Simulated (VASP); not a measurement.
A run of VASP 6.6.1:

The input INCAR:

```
SYSTEM = NaCl
  PREC = Accurate
  ENCUT = 520
  EDIFF = 1E-6
  ISMEAR = -1
  SIGMA = 0.02
  LREAL = .False.
  LASPH = .True.
  NELM = 80
  ALGO = Normal
  ISIF = 2
  LWAVE = .False.
  LCHARG = .False.
  GGA = PS
  NBANDS = 14
```

The input KPOINTS:

```
regular mesh
0
Gamma
  8 8 8
  0 0 0
```

Contents of POSCAR:

```
NaCl
1.0
    2.8695017309      0.0000000000      0.0000000000
    0.0000000000      2.8695017309      0.0000000000
    0.0000000000      0.0000000000      2.8695017309
Na Cl
1 1
Direct
    0.0000000000      0.0000000000      0.0000000000
    0.5000000000      0.5000000000      0.5000000000
```

Potentials or basis: VASP PAW PBE potentials, release 64 (Na_pv, Cl).

The run is started by

```console
$ cat potpaw_PBE.64/Na_pv/POTCAR potpaw_PBE.64/Cl/POTCAR > POTCAR
$ mpirun -np 1 vasp_std > vasp.out
```

Hardware: 1 thread of AMD EPYC 7R13 Processor (Zen 3) (shared host).

Task: How long does it take, and how much memory?

Result: Wall time 9.7 s on 1 thread of AMD EPYC 7R13 Processor (Zen 3), on a shared host, peak memory 0.1 GiB. Counts: scf iterations 11, k points 35.
